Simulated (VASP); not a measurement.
Here is a VASP 6.6.1 calculation.

The input POSCAR:

```
NaH
1.0
    0.0000000000      2.3383711659      2.2920714168
    2.3383711659      0.0000000000      2.2920714168
    2.3383711659      2.3383711659      0.0000000000
Na H
1 1
Direct
    0.0000000000      0.0000000000      0.0000000000
    0.5000000000      0.5000000000      0.5000000000
```

The input INCAR.step1:

```
ALGO = Normal
EDIFF = 1E-4
ENCUT = 520
GGA = PE
ISMEAR = -1
LASPH = True
LCHARG = False
LREAL = False
LWAVE = True
NBANDS = 11
NELM = 100
PREC = Accurate
SIGMA = 0.2
```

INCAR.step2

```
ALGO = Normal
EDIFF = 1E-7
ENCUT = 520
ISIF = 2
ISMEAR = -1
ISTART = 1
LASPH = True
LCHARG = False
LMIXTAU = True
LREAL = False
LWAVE = False
METAGGA = R2SCAN
NBANDS = 11
NELM = 100
PREC = Accurate
SIGMA = 0.2
```

Contents of KPOINTS:

```
k-points
0
Gamma
  10 10 10
```

Potentials or basis: VASP PAW PBE potentials, release 64 (Na_pv, H).

Command:

```console
$ cat potpaw_PBE.64/Na_pv/POTCAR potpaw_PBE.64/H/POTCAR > POTCAR
$ cp INCAR.step1 INCAR
$ mpirun -np 1 vasp_std > vasp.out
$ cp INCAR.step2 INCAR
$ mpirun -np 1 vasp_std > vasp.out
```

Question: Estimate the band gap on the k mesh.

Answer: 4.58 eV, indirect (least direct gap 5.47 eV).

Question: What does it give for the pressure?

Answer: 2.6 GPa.

Stress tensor (GPa, compression positive):
```
2.29 0.00 0.00
0.00 2.29 0.00
0.00 0.00 3.27
```

Caveat: the PAW data sets were made with another functional, which shifts forces and pressure a little. A k mesh can miss the band edges.
